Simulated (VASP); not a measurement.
Set up this calculation in VASP 6.6.1, as the native input.

```yaml
Task: relaxation of cell and atoms
Functional: PBE
Potentials_or_basis: VASP PAW PBE potentials, release 64 (K_sv, Mg, F)
Cutoff: 600 eV
k_mesh: 4 × 4 × 4
Occupations: gaussian, width 0.1 eV
Spin: no spin polarisation
Dipole_correction: no
Further_INCAR_settings: ALGO = Normal; EDIFF = 1e-07; IBRION = 2; EDIFFG = -0.04; NSW = 90; ISIF = 3
```

The structure of KMgF3 lies in POSCAR:

```
KMgF3
1.0
    3.9784682300      0.0000000000      0.0000000000
    0.0000000000      3.9784682300      0.0000000000
    0.0000000000      0.0000000000      3.9784682300
K Mg F
1 1 3
Direct
    0.5000000000      0.5000000000      0.5000000000
    0.0000000000      0.0000000000      0.0000000000
    0.0000000000      0.5000000000      0.0000000000
    0.0000000000      0.0000000000      0.5000000000
    0.5000000000      0.0000000000      0.0000000000
```

One way to write it, as run:

INCAR

```
PREC     = Accurate       # precision mode
ENCUT    = 600            # plane-wave cutoff, eV
EDIFF    = 1E-7           # SCF threshold, eV
ISMEAR   = 0              # smearing method
SIGMA    = 0.1            # smearing width, eV
LREAL    = False          # projectors in reciprocal space
LASPH    = True           # aspherical terms in the spheres
NELM     = 120            # most SCF steps
ALGO     = Normal         # electronic algorithm
ISIF     = 3              # what is computed and relaxed
LWAVE    = False          # write WAVECAR
LCHARG   = False          # write CHGCAR
GGA      = PE             # functional
IBRION   = 2              # ionic algorithm
NSW      = 90             # ionic steps
EDIFFG   = -0.04          # ionic threshold
GGA_COMPAT= False        
NELMIN   = 4
```

KPOINTS

```
Automatic mesh
0
Gamma
  4 4 4
```

Potentials or basis: VASP PAW PBE potentials, release 64 (K_sv, Mg, F).

The run is started by

```bash
$ cat potpaw_PBE.64/K_sv/POTCAR potpaw_PBE.64/Mg/POTCAR potpaw_PBE.64/F/POTCAR > POTCAR
$ mpirun -np 1 vasp_std > vasp.out
```

It gave:

The relaxed volume is 13.24 Å³/atom. The relaxed cell is a = 4.045 Å, b = 4.045 Å, c = 4.045 Å, α = 90.00°, β = 90.00°, γ = 90.00°. The space group after relaxing (to 0.1 Å) is Pm-3m (No. 221), the energy gained by relaxing is 7.1 meV/atom and the ionic steps are 3. The pressure after relaxing is 0.0 GPa and the band gap on the k mesh is 6.98 eV (least direct gap 7.30 eV).

Wall time 34 s on 1 thread of Intel(R) Xeon(R) Platinum 8259CL CPU @ 2.50GHz (Skylake/Cascade Lake), with other jobs on the host, peak memory 0.19 GiB.
